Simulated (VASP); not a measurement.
# BN (F-43m) in VASP: notebook

Runs on BN. Level: r2SCAN. Tasks: single point, relaxation of cell and atoms.

Everything below comes from runs of VASP 6.6.1. Logs are shortened: lines on timing, memory, paths and dates and some standing lists are left out, and cuts for length are marked.

## Step 1: The cell of the first run

The structure is cubic, space group F-43m (No. 216). Conventional cell: a = 3.616 Å, b = 3.616 Å, c = 3.616 Å, α = 90.00°, β = 90.00°, γ = 90.00°. Within 2.1 Å of B (site symmetry -43m) lie 4 N at 1.57 Å. N (site symmetry -43m) has 4 B at 1.57 Å within 2.1 Å.

## Step 2: Single point, r2SCAN

POSCAR

```
BN
1.0
    0.0000000000      1.8080000000      1.8080000000
    1.8080000000      0.0000000000      1.8080000000
    1.8080000000      1.8080000000      0.0000000000
B N
1 1
Direct
    0.0000000000      0.0000000000      0.0000000000
    0.2500000000      0.2500000000      0.2500000000
```

INCAR.step1

```
  ALGO = Normal
  EDIFF = 1E-5
  ENCUT = 660
  GGA = PE
  GGA_COMPAT = False
  ISMEAR = 0
  LASPH = True
  LCHARG = False
  LREAL = False
  LWAVE = True
  NBANDS = 11
  NELM = 120
  PREC = Accurate
  SIGMA = 0.1
```

INCAR.step2

```
  ALGO = Normal
  EDIFF = 1E-6
  ENCUT = 660
  GGA_COMPAT = False
  ISIF = 2
  ISMEAR = 0
  ISTART = 1
  LASPH = True
  LCHARG = False
  LMIXTAU = True
  LREAL = False
  LWAVE = False
  METAGGA = R2SCAN
  NBANDS = 11
  NELM = 120
  PREC = Accurate
  SIGMA = 0.1
```

KPOINTS

```
k-points
0
Gamma
  8 8 8
```

Potentials or basis: VASP PAW PBE potentials, release 64 (B, N).

On the command line:

```bash
$ cat potpaw_PBE.64/B/POTCAR potpaw_PBE.64/N/POTCAR > POTCAR
$ cp INCAR.step1 INCAR
$ mpirun -np 1 vasp_std > vasp.out
$ cp INCAR.step2 INCAR
$ mpirun -np 1 vasp_std > vasp.out
```

OUTCAR:

```text
EDIFF = 1E-6
   ENCUT = 660
   ISIF = 2
   ISMEAR = 0
   ISTART = 1
   LASPH = True
   LREAL = False
   METAGGA = R2SCAN
   NELM = 120
   PREC = Accurate

 ion  position               nearest neighbor table
   1  0.000  0.000  0.000-   2 1.57   2 1.57   2 1.57   2 1.57
   2  0.250  0.250  0.250-   1 1.57   1 1.57   1 1.57   1 1.57

  LATTYP: Found a face centered cubic cell.
 ALAT       =     3.6160000000

  Lattice vectors:

 A1 = (   0.0000000000,   1.8080000000,   1.8080000000)
 A2 = (   1.8080000000,   0.0000000000,   1.8080000000)
 A3 = (   1.8080000000,   1.8080000000,   0.0000000000)

Analysis of symmetry for initial positions (statically):
=====================================================================
 Subroutine PRICEL returns:
 Original cell was already a primitive cell.

 Routine SETGRP: Setting up the symmetry group for a
 face centered cubic supercell.

 Subroutine GETGRP returns: Found 24 space group operations
 (whereof 24 operations were pure point group operations)
 out of a pool of 48 trial point group operations.

The static configuration has the point symmetry T_d .

Analysis of symmetry for dynamics (positions and initial velocities):
=====================================================================
 Subroutine PRICEL returns:
 Original cell was already a primitive cell.

 Routine SETGRP: Setting up the symmetry group for a
 face centered cubic supercell.

 Subroutine GETGRP returns: Found 24 space group operations
 (whereof 24 operations were pure point group operations)
 out of a pool of 48 trial point group operations.

The dynamic configuration has the point symmetry T_d .

 Subroutine INISYM returns: Found 24 space group operations
 (whereof 24 operations are pure point group operations),
 and found     1 'primitive' translations

----------------------------------------------------------------------------------------

                                     Primitive cell

  volume of cell :      11.8202

  direct lattice vectors                    reciprocal lattice vectors
     0.000000000  1.808000000  1.808000000    -0.276548673  0.276548673  0.276548673
     1.808000000  0.000000000  1.808000000     0.276548673 -0.276548673  0.276548673
     1.808000000  1.808000000  0.000000000     0.276548673  0.276548673 -0.276548673

  length of vectors
     2.556898121  2.556898121  2.556898121     0.478996352  0.478996352  0.478996352

  position of ions in fractional coordinates (direct lattice)
     0.000000000  0.000000000  0.000000000
     0.250000000  0.250000000  0.250000000

  ion indices of the primitive-cell ions
   primitive index   ion index
                 1           1
                 2           2

----------------------------------------------------------------------------------------

 KPOINTS: k-points

Automatic generation of k-mesh.
 Grid dimensions read from file:
 generate k-points for:    8    8    8

 Generating k-lattice:

  Cartesian coordinates                     Fractional coordinates (reciprocal lattice)
    -0.034568584  0.034568584  0.034568584     0.125000000  0.000000000  0.000000000
     0.034568584 -0.034568584  0.034568584     0.000000000  0.125000000  0.000000000
     0.034568584  0.034568584 -0.034568584     0.000000000  0.000000000  0.125000000

  Length of vectors
     0.059874544  0.059874544  0.059874544

  Shift w.r.t. Gamma in fractional coordinates (k-lattice)
     0.000000000  0.000000000  0.000000000

 Subroutine IBZKPT returns following result:
 ===========================================

 Found     29 irreducible k-points:

 Following reciprocal coordinates:
            Coordinates               Weight
  0.000000  0.000000  0.000000      1.000000
  0.125000  0.000000  0.000000      8.000000
  0.250000  0.000000  0.000000      8.000000
  0.375000  0.000000  0.000000      8.000000
  0.500000  0.000000  0.000000      4.000000
  0.125000  0.125000  0.000000      6.000000
[... 16 lines left out ...]
  0.500000  0.250000  0.125000     48.000000
 -0.375000  0.250000  0.125000     24.000000
 [... further k-points ...]
   k-points           NKPTS =     29   k-points in BZ     NKDIM =     29   number of bands    NBANDS=     11
   number of dos      NEDOS =    301   number of ions     NIONS =      2
   total plane-waves  NPLWV =  13824
   dimension x,y,z NGX =    24 NGY =   24 NGZ =   24
   dimension x,y,z NGXF=    48 NGYF=   48 NGZF=   48
   ions per type =               1   1
   NGX,Y,Z   is equivalent  to a cutoff of  15.60, 15.60, 15.60 a.u.
   NGXF,Y,Z  is equivalent  to a cutoff of  31.21, 31.21, 31.21 a.u.
 SYSTEM =  unknown system
   PREC   = accura    normal or accurate (medium, high low for compatibility)
   ISTART =      1    job   : 0-new  1-cont  2-samecut
   ICHARG =      0    charge: 1-file 2-atom 10-const
   ISPIN  =      1    spin polarized calculation?
   LNONCOLLINEAR =      F non collinear calculations
   LSORBIT =      F    spin-orbit coupling
   LASPH  =      T    aspherical Exc in radial PAW
   ENCUT  =  660.0 eV  48.51 Ry    6.96 a.u.   5.36  5.36  5.36*2*pi/ulx,y,z
   NELM   =    120;   NELMIN=  2; NELMDL=  0     # of ELM steps
   EDIFF  = 0.1E-05   stopping-criterion for ELM
   LREAL  =      F    real-space projection
   EDIFFG = 0.1E-04   stopping-criterion for IOM
   NSW    =      0    number of steps for IOM
   IBRION =     -1    ionic relax: 0-MD 1-quasi-New 2-CG
   NFREE  =      0    steps in history (QN), initial steepest desc. (CG)
   ISIF   =      2    stress and relaxation
   ISYM   =      2    0-nonsym 1-usesym 2-fastsym
   POTIM  = 0.5000    time-step for ionic-motion
   TEBEG  =    0.0;   TEEND  =   0.0 temperature during run
   PSTRESS=    0.0 pullay stress
   NELECT =       8.0000    total number of electrons
   NUPDOWN=      -1.0000    fix difference up-down
   EMIN   =  10.00;   EMAX   =-10.00  energy-range for DOS
   EFERMI =   0.00;   METHOD = LEGACY
   ISMEAR =     0;   SIGMA  =   0.10  broadening in eV -4-tet -1-fermi 0-gaus
   EFERMI_NEDOS =   21; number of points for ismear=-14 and -15
   IALGO  =     38    algorithm
   IMIX   =      4    mixing-type and parameters
     AMIX     =   0.40;   BMIX     =  1.00
     AMIX_MAG =   1.60;   BMIX_MAG =  1.00
  volume/ion in A,a.u.               =       5.91        39.88
  Fermi-wavevector in a.u.,A,eV,Ry     =   1.437352  2.716201 28.109366  2.065980
  Thomas-Fermi vector in A             =   2.556439
   LORBIT       =      0    0 simple, 1 ext, 2 COOP (PROOUT), +10 PAW based schemes
   METAGGA = R2SCAN    functional components
   LHFCALC =     F    Hartree Fock is set to
   AEXX    =    0.0000 exact exchange contribution
   IVDW    =     0    specifies the selected vdW correction
   LEPSILON=     F    determine dielectric tensor
   LRPA    =     F    only Hartree local field effects (RPA)
 non-spin polarized calculation
 Gauss-broadening in eV      SIGMA  =   0.10
  energy-cutoff  :      660.00
  volume of cell :       11.82
 maximum number of plane-waves:       469
 NGX is ok and might be reduce to    24
   NGX = 11   NGY = 11   NGZ = 11

 number of electron       8.0000000 magnetization

 Free energy of the ion-electron system (eV)
  ---------------------------------------------------
  ext. energy  EPLUGINS =         0.00000000
  ---------------------------------------------------
  free energy    TOTEN  =       -19.17466188 eV

  energy without entropy =      -19.17466188  energy(sigma->0) =      -19.17466188

 E-fermi :   7.6627     XC(G=0): -13.6415

 val. band max:        7.2315895054   @ k =   0.0000   0.0000   0.0000
 cond. band min:      12.2070660521   @ k =   0.5000   0.5000   0.0000
 fundamental gap:      4.9754765468
 Fermi energy:         7.6627192760

 k-point     1 :       0.0000    0.0000    0.0000
  band No.  band energies     occupation
      1     -14.0497      2.00000
      2       7.2316      2.00000
      3       7.2316      2.00000
      4       7.2316      2.00000
      5      16.7536      0.00000
      6      16.7536      0.00000
      7      16.7536      0.00000
      8      18.2809      0.00000
      9      33.3484      0.00000
     10      35.9628      0.00000
     11      35.9628      0.00000

 k-point     2 :       0.1250    0.0000    0.0000
  band No.  band energies     occupation
      1     -13.6580      2.00000
      2       5.2733      2.00000
      3       6.8395      2.00000
      4       6.8395      2.00000
      5      17.1318      0.00000
      6      17.3520      0.00000
      7      17.3520      0.00000
      8      19.5371      0.00000
      9      32.9030      0.00000
     10      32.9149      0.00000
     11      32.9149      0.00000

 k-point     3 :       0.2500    0.0000    0.0000
  band No.  band energies     occupation
      1     -12.5243      2.00000
      2       1.5157      2.00000
      3       6.0646      2.00000
      4       6.0646      2.00000
      5      17.5587      0.00000
      6      18.3425      0.00000
      7      18.3425      0.00000
      8      21.7575      0.00000
      9      31.8556      0.00000
     10      31.8556      0.00000
     11      32.0145      0.00000

 k-point     4 :       0.3750    0.0000    0.0000
  band No.  band energies     occupation
      1     -10.8668      2.00000
      2      -2.0571      2.00000
      3       5.4441      2.00000
      4       5.4441      2.00000
      5      17.8859      0.00000
      6      18.7024      0.00000
      7      18.7024      0.00000
      8      23.1832      0.00000
      9      31.8322      0.00000
     10      33.5493      0.00000
     11      33.5493      0.00000

 k-point     5 :       0.5000    0.0000    0.0000
  band No.  band energies     occupation
      1      -9.7590      2.00000
      2      -3.8437      2.00000
      3       5.2182      2.00000
      4       5.2182      2.00000
      5      18.0065      0.00000
      6      18.6945      0.00000
      7      18.6945      0.00000
      8      23.6237      0.00000
      9      32.0948      0.00000
     10      35.5289      0.00000
     11      35.5456      0.00000
[... 211 lines left out ...]
 k-point    21 :       0.5000    0.5000    0.0000
  band No.  band energies     occupation
      1      -8.3409      2.00000
      2      -2.0821      2.00000
      3       2.1383      2.00000
      4       2.1383      2.00000
      5      12.2071      0.00000
      6      17.0417      0.00000
      7      26.4755      0.00000
      8      26.4755      0.00000
      9      29.4084      0.00000
     10      36.0507      0.00000
     11      42.3904      0.00000

 k-point    22 :       0.3750    0.2500    0.1250
  band No.  band energies     occupation
      1     -11.5596      2.00000
      2       1.2625      2.00000
      3       3.1439      2.00000
      4       5.1321      2.00000
      5      16.4918      0.00000
      6      19.9300      0.00000
      7      20.6480      0.00000
      8      21.4948      0.00000
      9      27.8385      0.00000
     10      34.2643      0.00000
     11      35.9801      0.00000

 k-point    23 :       0.5000    0.2500    0.1250
  band No.  band energies     occupation
      1     -10.0170      2.00000
      2      -1.3297      2.00000
      3       2.2814      2.00000
      4       4.1774      2.00000
      5      17.3368      0.00000
      6      19.3940      0.00000
      7      21.8517      0.00000
      8      22.8919      0.00000
      9      28.5679      0.00000
     10      33.7790      0.00000
     11      36.2084      0.00000

 k-point    24 :      -0.3750    0.2500    0.1250
  band No.  band energies     occupation
      1      -9.0380      2.00000
      2      -2.8157      2.00000
      3       2.1958      2.00000
      4       3.6619      2.00000
      5      17.5449      0.00000
      6      19.1648      0.00000
      7      22.5631      0.00000
      8      24.1139      0.00000
      9      27.8658      0.00000
     10      34.5047      0.00000
     11      36.1673      0.00000

 [... further k-points ...]
[... 5 lines left out ...]
  --------------------------------------------------------------------------------------
  -------------------------------------------------------------------------------------
  Total       -0.0628932     -0.0628932     -0.0628932      0.0000000      0.0000000     -0.0000000
  in kB       -8.5248990     -8.5248990     -8.5248990      0.0000000      0.0000000     -0.0000000
  external PRESSURE =      -8.5248990 kB  Pullay stress =       0.0000000 kB

 VOLUME and BASIS-vectors are now :
 -----------------------------------------------------------------------------
  energy-cutoff  :      660.00
  volume of cell :       11.82
      direct lattice vectors                 reciprocal lattice vectors
     0.000000000  1.808000000  1.808000000    -0.276548673  0.276548673  0.276548673
     1.808000000  0.000000000  1.808000000     0.276548673 -0.276548673  0.276548673
     1.808000000  1.808000000  0.000000000     0.276548673  0.276548673 -0.276548673

 POSITION                                       TOTAL-FORCE (eV/Angst)
 -----------------------------------------------------------------------------------
      0.00000      0.00000      0.00000        -0.000000     -0.000000     -0.000000
      0.90400      0.90400      0.90400         0.000000      0.000000      0.000000
 -----------------------------------------------------------------------------------
    total drift:                                0.000000      0.000000      0.000000

  FREE ENERGIE OF THE ION-ELECTRON SYSTEM (eV)
  ---------------------------------------------------
  free  energy   TOTEN  =       -19.1746618827 eV

  energy  without entropy=      -19.1746618827  energy(sigma->0) =      -19.17466188
```

Run time: 22 s. Hardware: 1 thread of AMD EPYC 7R13 (Zen 3), shared host; peak memory 0.1 GiB.

Results:

```yaml
Free_energy: -19.1747 eV
Pressure: -0.9 GPa
Band_gap_on_the_k_mesh: 4.98 eV (least direct gap 9.52 eV)
```

Levels at points of the mesh, in eV from the valence-band top:
```
           k point  band 1  band 2  band 3  band 4  band 5  band 6  band 7  band 8
(0.00, 0.00, 0.00)  -21.28    0.00    0.00    0.00    9.52    9.52    9.52   11.05
(0.50, 0.00, 0.00)  -16.99  -11.08   -2.01   -2.01   10.77   11.46   11.46   16.39
(0.50, 0.50, 0.00)  -15.57   -9.31   -5.09   -5.09    4.98    9.81   19.24   19.24
```

Caveat: the PAW data sets were made with another functional, which shifts forces and pressure a little.

## Step 3: Single point, r2SCAN

This run uses another cell than the first one, of 5.88 Å³/atom.

POSCAR

```
BN
1.0
    0.0000000000      1.8044187296      1.8044187296
    1.8044187296      0.0000000000      1.8044187296
    1.8044187296      1.8044187296      0.0000000000
B N
1 1
Direct
    0.0000000000      0.0000000000      0.0000000000
    0.2500000000      0.2500000000      0.2500000000
```

INCAR.step1

```
  PREC = Accurate
  ENCUT = 660
  ISMEAR = 0
  SIGMA = 0.02
  LREAL = F
  LASPH = T
  NELM = 120
  NBANDS = 11
  GGA = PE
  ALGO = Normal
  EDIFF = 1E-5
  LWAVE = T
  LCHARG = F
  GGA_COMPAT = F
```

INCAR.step2

```
  PREC = Accurate
  ENCUT = 660
  EDIFF = 1E-6
  ISMEAR = 0
  SIGMA = 0.02
  LREAL = F
  LASPH = T
  NELM = 120
  ALGO = Normal
  ISIF = 2
  LWAVE = F
  LCHARG = F
  METAGGA = R2SCAN
  LMIXTAU = T
  NBANDS = 11
  ISTART = 1
  GGA_COMPAT = F
```

KPOINTS

```
Automatic mesh
0
Gamma
  10 10 10
```

Potentials or basis: VASP PAW PBE potentials, release 64 (B, N).

On the command line:

```bash
$ cat potpaw_PBE.64/B/POTCAR potpaw_PBE.64/N/POTCAR > POTCAR
$ cp INCAR.step1 INCAR
$ mpirun -np 1 vasp_std > vasp.out
$ cp INCAR.step2 INCAR
$ mpirun -np 1 vasp_std > vasp.out
```

It took 33 s on 1 thread of AMD EPYC 7R13 (Zen 3), shared host; peak memory 0.11 GiB.

The run converged. Its results:

```
Free energy            : -19.1747 eV
Pressure               : 1.5 GPa
Band gap on the k mesh : 4.98 eV (least direct gap 9.55 eV)
```

Levels at points of the mesh, in eV from the valence-band top:
| k point | band 2 | band 3 | band 4 | band 5 | band 6 | band 7 |
| --- | --- | --- | --- | --- | --- | --- |
| (0.00, 0.00, 0.00) | 0.00 | 0.00 | 0.00 | 9.55 | 9.55 | 9.55 |
| (0.50, 0.00, 0.00) | -11.13 | -2.02 | -2.02 | 10.86 | 11.50 | 11.50 |
| (0.50, 0.50, 0.00) | -9.35 | -5.12 | -5.12 | 4.98 | 9.85 | 19.34 |

Caveat: the PAW data sets were made with another functional, which shifts forces and pressure a little. A k mesh can miss the band edges.

(Continued in part 2 of 2.)
